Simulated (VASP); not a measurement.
BP, 2 atoms in the cell. Symmetry: F-43m, No. 216, cubic system. Conventional cell: a = 4.466 Å, b = 4.466 Å, c = 4.466 Å, α = 90.00°, β = 90.00°, γ = 90.00°. B (site symmetry -43m) has 4 P at 1.93 Å within 2.6 Å. Within 2.6 Å of P (site symmetry -43m) lie 4 B at 1.93 Å.  This cell differs from its parent crystal: volume 11.134 Å^3 an atom, c/a of the conventional cell 1.0000.

* Program: VASP 6.6.1
* Task: single point
* Functional: PBE
* Potentials or basis: VASP PAW PBE potentials, release 64 (B, P)
* Cutoff: 520 eV
* k mesh: 12 × 12 × 12
* Occupations: gaussian, width 0.05 eV
* Spin: no spin polarisation
* Dipole correction: no
* Further INCAR settings: ALGO = Normal; EDIFF = 1e-06; NBANDS = 11

Potentials or basis: VASP PAW PBE potentials, release 64 (B, P).

Command:

```bash
$ cat potpaw_PBE.64/B/POTCAR potpaw_PBE.64/P/POTCAR > POTCAR
$ mpirun -np 1 vasp_std > vasp.out
```

Hardware: 1 thread of Intel Xeon 8259CL, with other jobs on the host.

Q: How long does it take, and how much memory?

A: It took 13 s on 1 thread of Intel Xeon 8259CL, with other jobs on the host, peak memory 0.14 GiB. Counts: scf iterations 12, k points 72.
